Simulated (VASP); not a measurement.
Write the native input for VASP 6.6.1 that does the following.

* Task: single point
* Functional: PBEsol
* Potentials or basis: VASP PAW PBE potentials, release 64 (O)
* Cutoff: 520 eV
* k mesh: 1 × 1 × 1
* Occupations: fermi-dirac, width 0.02 eV
* Spin: collinear spin, ferromagnetic start
* Starting moments: [1.0, 1.0] μB
* Dipole correction: no
* Further INCAR settings: ALGO = Normal; EDIFF = 1e-06; NBANDS = 17

The structure of O2 lies in POSCAR:

```
O
1.0
    9.0000000000      0.0000000000      0.0000000000
    0.0000000000      9.5000000000      0.0000000000
    0.0000000000      0.0000000000     10.0000000000
O
2
Direct
    0.5000000000      0.5000000000      0.4396013893
    0.5000000000      0.5000000000      0.5603986107
```

One way to write it, as run:

INCAR

```
PREC = Accurate
ENCUT = 520
EDIFF = 1E-6
ISMEAR = -1
SIGMA = 0.02
LREAL = False
LASPH = True
NELM = 150
ALGO = Normal
ISIF = 2
LWAVE = False
LCHARG = True
ISPIN = 2
MAGMOM = 1 1
LORBIT = 11
GGA = PS
LELF = True
LVHAR = True
NBANDS = 17
```

KPOINTS

```
Automatic mesh
0
Gamma
  1 1 1
```

Potentials or basis: VASP PAW PBE potentials, release 64 (O).

Launch:

```bash
$ cat potpaw_PBE.64/O/POTCAR > POTCAR
$ mpirun -np 1 vasp_gam > vasp.out
```

Results of the run:

| Quantity | Value |
| --- | --- |
| Largest force | 1.557 eV/Å |
| Gap between the frontier levels | 2.26 eV |
| Net moment | 2.00 μB per cell |
| Site moments | O +0.81 μB |
| Valence electrons inside the program's atomic spheres | O 4.92 |

Caveat: the standard files for N, O and F lose accuracy on very short bonds; the PAW data sets were made with another functional, which shifts forces and pressure a little.

Wall time 2.4 min on 1 thread of Intel Xeon 8259CL, on a shared host, peak memory 1 GiB.
